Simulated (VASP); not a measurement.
## WS2 (Tungstenite): single point with PBE

Crystal: WS2 (Tungstenite).

```xyz
3
Lattice="1.5895 0.9177 6.2042 -1.5895 0.9177 6.2042 0.0000 -1.8353 6.2042" Properties=species:S:1:pos:R:3 pbc="T T T"
W     0.0000    0.0000    0.0000
S     0.0000    0.0000   10.8138
S     0.0000    0.0000   13.9649
```

This cell differs from its parent crystal: volume scaled by 1.02.

```yaml
Program: VASP 6.6.1
Task: single point
Functional: PBE
Potentials_or_basis: VASP PAW PBE potentials, release 64 (W_sv, S)
Cutoff: 520 eV
k_mesh: 10 × 10 × 10
Occupations: fermi-dirac, width 0.05 eV
Spin: no spin polarisation
Dipole_correction: no
Further_INCAR_settings: ALGO = Normal; EDIFF = 1e-06; NBANDS = 20
```

The pressure is 1.2 GPa, the largest force is 0.583 eV/Å and the band gap on the k mesh is 1.10 eV, indirect (least direct gap 2.18 eV).

Forces on the atoms (eV/Å):
```
W    0.000  0.000 -0.583
S    0.000  0.000  0.430
S    0.000  0.000  0.153
```

Stress tensor (GPa, compression positive):
```
1.13 0.00 0.00
0.00 1.13 0.00
0.00 0.00 1.35
```

Levels at points of the mesh, in eV from the valence-band top:
```
           k point  band 11  band 12  band 13  band 14  band 15  band 16
(0.00, 0.00, 0.00)    -2.23    -1.56    -1.13     2.17     2.17     2.48
(0.50, 0.00, 0.00)    -2.55    -1.80    -1.66     2.27     2.58     3.61
(0.50, 0.50, 0.00)    -3.12    -1.99    -1.50     2.23     2.69     3.21
(0.50, 0.50, 0.50)    -2.20    -2.20     0.00     2.27     2.27     2.34
```

It took 2.3 min on 1 thread of Intel(R) Xeon(R) 6975P-C (Granite Rapids), with other jobs on the host, peak memory 0.38 GiB.

Caveat: spin-orbit coupling is left out, which moves the levels of the heavy elements. A k mesh can miss the band edges.
